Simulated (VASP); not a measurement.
# GaP: single point with LDA

The system is GaP.

```
Ga P
1.0
     0.00000    2.77976    2.72525
     2.77976    0.00000    2.72525
     2.77976    2.77976    0.00000
Ga P
1 1
Direct
  0.00000 0.00000 0.00000
  0.75000 0.75000 0.75000
```

This cell differs from its parent crystal: equal xx and yy strain of +2 %.

| Item | Value |
| --- | --- |
| Program | VASP 6.6.1 |
| Task | single point |
| Functional | LDA |
| Potentials or basis | VASP PAW LDA potentials, release 64 (Ga_d, P) |
| Cutoff | 520 eV |
| k mesh | 10 × 10 × 10 |
| Occupations | fermi-dirac, width 0.05 eV |
| Spin | no spin polarisation |
| Dipole correction | no |
| Further INCAR settings | ALGO = Normal; EDIFF = 1e-06; NBANDS = 16 |

The pressure is -5.5 GPa and the band gap on the k mesh is 1.24 eV.

Stress tensor (GPa, compression positive):
```
-5.97  0.00  0.00
 0.00 -5.97  0.00
 0.00  0.00 -4.50
```

Levels at points of the mesh, in eV from the valence-band top:
```
           k point  band 6  band 7  band 8  band 9  band 10  band 11  band 12  band 13
(0.00, 0.00, 0.00)  -12.29   -0.11   -0.11    0.00     1.24     3.70     3.75     3.75
(0.50, 0.00, 0.00)  -10.33   -6.56   -1.22   -1.06     1.32     4.50     4.65     7.90
(0.50, 0.50, 0.00)   -9.41   -6.64   -2.73   -2.73     1.42     1.52    10.08    10.08
(0.50, 0.00, 0.50)   -9.49   -6.77   -2.60   -2.59     1.55     1.71    10.05    10.08
```

Run time: 110 s on 1 thread of Intel Xeon 8259CL, with other jobs on the host, peak memory 0.2 GiB.

Caveat: the cell differs from its parent crystal (equal xx and yy strain of +2 %); the cell stands under tension. A k mesh can miss the band edges.
